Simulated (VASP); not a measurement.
Si, 5 atoms in the cell. The cell holds a slab with vacuum, 5 atoms: a = 3.820 Å, b = 3.820 Å, c = 21.065 Å, α = 90.00°, β = 90.00°, γ = 90.00°. 

```yaml
Program: VASP 6.6.1
Task: single point
Functional: LDA
Potentials_or_basis: VASP PAW LDA potentials, release 64 (Si)
Cutoff: 520 eV
k_mesh: 7 × 7 × 1
Occupations: gaussian, width 0.05 eV
Spin: collinear spin
Starting_moments: "[0.0, 0.0, 0.0, 0.0, 2.0] μB"
Dipole_correction: yes
Further_INCAR_settings: ALGO = Normal; EDIFF = 1e-06; NBANDS = 22
```

Potentials or basis: VASP PAW LDA potentials, release 64 (Si).

Launch:

```bash
$ cat potpaw_LDA.64/Si/POTCAR > POTCAR
$ mpirun -np 1 vasp_std > vasp.out
```

Hardware: 1 thread of Intel Xeon 8259CL, with other jobs on the host.

Problem. Estimate the wall time of this run.

Solution. Wall time 20 min on 1 thread of Intel Xeon 8259CL, on a shared host, peak memory 0.43 GiB. Counts: scf iterations 30, k points 25.
